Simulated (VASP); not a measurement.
Wanted: the native input for a VASP 6.6.1 run.

```yaml
Task: single point
Functional: revPBE
Dispersion: D4
Potentials_or_basis: VASP PAW PBE potentials, release 64 (Te, Sb, Ge_d)
Cutoff: 520 eV
k_mesh: 5 × 5 × 4
Occupations: fermi-dirac, width 0.05 eV
Spin: no spin polarisation
Dipole_correction: no
Further_INCAR_settings: ALGO = Normal; EDIFF = 1e-07; NBANDS = 44
```

The structure of Ge2Sb2Te5 lies in POSCAR:

```
Ge2Sb2Te5
1.0
    6.7800606167     -3.0445452847     -0.0457741017
    6.7800606167      3.0445452847     -0.0457741017
   -6.8178029041      0.0000000000      6.7396590883
Te Sb Ge
5 2 2
Direct
    0.6081443795      0.6081443795      0.4133657160
    0.8024730677      0.8024730677      0.1835743523
   -0.0080312358     -0.0080312358     -0.0092904520
    0.2086142079      0.2086142079      0.8042018244
    0.4170264214      0.4170264214      0.6044846156
    0.8907835071      0.8907835071      0.5674819729
    0.1182859417      0.1182859417      0.4243865451
    0.2701718156      0.2701718156      0.1911193513
    0.4925318951      0.4925318951      0.0206760746
```

These files were run (other wordings do the same):

INCAR

```
SYSTEM = Ge2Sb2Te5
ALGO = Normal
EDIFF = 1E-7
ENCUT = 520
GGA = RE
ISIF = 2
ISMEAR = -1
IVDW = 13
LASPH = .TRUE.
LCHARG = .FALSE.
LREAL = .FALSE.
LWAVE = .FALSE.
NBANDS = 44
NELM = 100
PREC = Accurate
SIGMA = 0.05
```

KPOINTS

```
k-points
0
G
  5 5 4
  0 0 0
```

Potentials or basis: VASP PAW PBE potentials, release 64 (Te, Sb, Ge_d).

Launch:

```console
$ cat potpaw_PBE.64/Te/POTCAR potpaw_PBE.64/Sb/POTCAR potpaw_PBE.64/Ge_d/POTCAR > POTCAR
$ mpirun -np 1 vasp_std > vasp.out
```

Results of the run:

The pressure is -0.1 GPa, the largest force is 0.015 eV/Å and the band gap on the k mesh is 0.11 eV, indirect (least direct gap 0.27 eV). The dispersion energy per atom is -0.743 eV.

Caveat: the PAW data sets were made with another functional, which shifts forces and pressure a little; spin-orbit coupling is left out, which moves the levels of the heavy elements.

Run time: 20 min on 1 thread of Intel(R) Xeon(R) Platinum 8259CL CPU @ 2.50GHz (Skylake/Cascade Lake), on a shared host, peak memory 0.69 GiB.
